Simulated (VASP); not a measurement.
Runs of VASP 6.6.1 on C. Symmetry: P6_3mc, No. 186, hexagonal system. The conventional cell has a = 2.470 Å, b = 2.470 Å, c = 6.790 Å, α = 90.00°, β = 90.00°, γ = 120.00°. Within 1.9 Å of C (site symmetry 3m) lie 3 C at 1.43 Å. Within 1.9 Å of C (site symmetry 3m) lie 3 C at 1.43 Å. 

| k mesh | gap on the mesh (eV) | pressure (GPa) | largest force (eV/Å) |
| --- | --- | --- | --- |
| 3 × 3 × 1 | (b) | -0.5 | 0.57 |
| 10 × 10 × 4 | 1.25 | -2.8 | 0.57 |
| 5 × 5 × 2 | (a) | -2.7 | 0.57 |
| 8 × 8 × 3 | 1.72 | -2.8 | 0.57 |

Alike in all rows: task single point; level PBEsol; potentials or basis VASP PAW PBE potentials, release 64 (C); no spin polarisation; cell as given; cutoff (eV) 520; smearing fermi-dirac 0.05 eV.

Question: Fill in the values left out.

Answer: (a) 2.51; (b) none.

Caveats: some runs use coarse meshes; the PAW data sets were made with another functional, which shifts forces and pressure a little; this functional lacks dispersion, which binds the layers, so the pressure and a relaxed spacing across them are unreliable.

A k mesh can miss the band edges.
